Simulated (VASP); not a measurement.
Here is a VASP 6.6.1 calculation.

The input INCAR:

```
SYSTEM = FeP2
PREC = Accurate
ENCUT = 520
EDIFF = 1E-7
ISMEAR = 0
SIGMA = 0.02
LREAL = .FALSE.
LASPH = .TRUE.
NELM = 100
ALGO = Fast
ISIF = 2
LWAVE = .FALSE.
LCHARG = .TRUE.
GGA = CA
LELF = .TRUE.
LVHAR = .TRUE.
NBANDS = 27
```

The input KPOINTS:

```
Automatic mesh
0
G
  8 6 14
  0 0 0
```

File POSCAR:

```
FeP2
1.0
    4.8878217972      0.0000000000      0.0000000000
    0.0000000000      5.5431947118      0.0000000000
    0.0000000000      0.0000000000      2.6703788281
Fe P
2 4
Direct
    0.5000000000      0.5000000000      0.5000000000
    0.0000000000      0.0000000000      0.0000000000
    0.3279022661      0.8667049158      0.5000000000
    0.6720977339      0.1332950842      0.5000000000
    0.1720977339      0.3667049158      0.0000000000
    0.8279022661      0.6332950842      0.0000000000
```

Potentials or basis: VASP PAW LDA potentials, release 64 (Fe, P).

Run with:

```sh
$ cat potpaw_LDA.64/Fe/POTCAR potpaw_LDA.64/P/POTCAR > POTCAR
$ mpirun -np 1 vasp_std > vasp.out
```

(1) Estimate the band gap on the k mesh.

(2) Estimate the pressure.

(3) What does it give for the largest force?

Results:

(1) 0.38 eV (least direct gap 0.70 eV).

(2) 0.2 GPa.

(3) 0.041 eV/Å.
